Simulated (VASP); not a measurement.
**Ir: single point with LDA**

Ir:

```
Ir
1.0
     2.76840    0.00000    0.00000
    -1.38420    2.39750    0.00000
     0.00000    0.00000    4.45930
Ir
2
Direct
  0.66667 0.33333 0.75000
  0.33333 0.66667 0.25000
```

```
Program             : VASP 6.6.1
Task                : single point
Functional          : LDA
Potentials or basis : VASP PAW LDA potentials, release 64 (Ir)
Cutoff              : 500 eV
k mesh              : 18 × 18 × 10
Occupations         : gaussian, width 0.15 eV
Spin                : no spin polarisation
```

```yaml
Pressure: -19.5 GPa
Band_gap_on_the_k_mesh: zero (band 9 reaches 10.57 eV, above the bottom of band 10 at 7.43 eV)
```

Stress tensor (GPa, compression positive):
```
-20.00   0.00   0.00
  0.00 -20.00   0.00
  0.00   0.00 -18.41
```

Levels at points of the mesh, in eV from the Fermi level:
```csv
k point,band 6,band 7,band 8,band 9,band 10,band 11,band 12,band 13
"(0.00, 0.00, 0.00)",-2.99,-2.99,-2.30,-2.30,-0.60,0.24,0.24,6.75
"(0.50, 0.00, 0.00)",-3.27,-2.79,0.60,0.92,1.00,2.78,4.16,8.00
"(0.00, 0.00, 0.50)",-3.76,-3.76,-3.76,-0.46,-0.46,-0.46,-0.46,13.61
"(0.50, 0.00, 0.50)",-2.04,-0.88,-0.88,0.84,0.84,1.95,1.95,7.25
```

It took 90 s on 1 thread of Intel(R) Xeon(R) Platinum 8259CL CPU @ 2.50GHz (Skylake/Cascade Lake), on a shared host, peak memory 0.19 GiB.

Caveat: spin-orbit coupling is left out, which moves the levels of the heavy elements.
